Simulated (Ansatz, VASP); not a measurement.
## Two plane-wave programs on TiS2

```xyz
3
Lattice="3.3688 0.0000 0.0000 -1.6844 2.9175 0.0000 0.0000 0.0000 29.5200" Properties=species:S:1:pos:R:3 pbc="T T T"
S     0.0000    1.9450    6.9977
S     1.6844    0.9725    9.8623
Ti    0.0000    0.0000    8.4300
```

Alike in both runs: functional PBE; dispersion D3(BJ); k mesh 12 × 12 × 1; occupations gaussian, width 0.08 eV; no spin polarisation.

Ansatz relaxed the structure, and its values are those at the end. VASP's run is a single point on that final structure, the one shown.

|  | VASP | Ansatz |
| --- | --- | --- |
| version | VASP 6.6.1 | Ansatz 0.2.0 |
| potentials or method | VASP PAW PBE potentials, release 64 (S, Ti_sv), cutoff 400 eV | scalar-relativistic, plane waves, PAW |
| valence electrons in the cell | 24 | 24 |

```csv
,VASP,Ansatz,Ansatz less VASP
gap on the k mesh at the Fermi level (eV),none,none,-
rms of the force components (eV/Å),0.007,0.000,-0.0073
```

A gap of «none» marks a metal or a gap that the smearing closes. Ansatz's warnings: slab cell height set, structure snapped to symmetry.
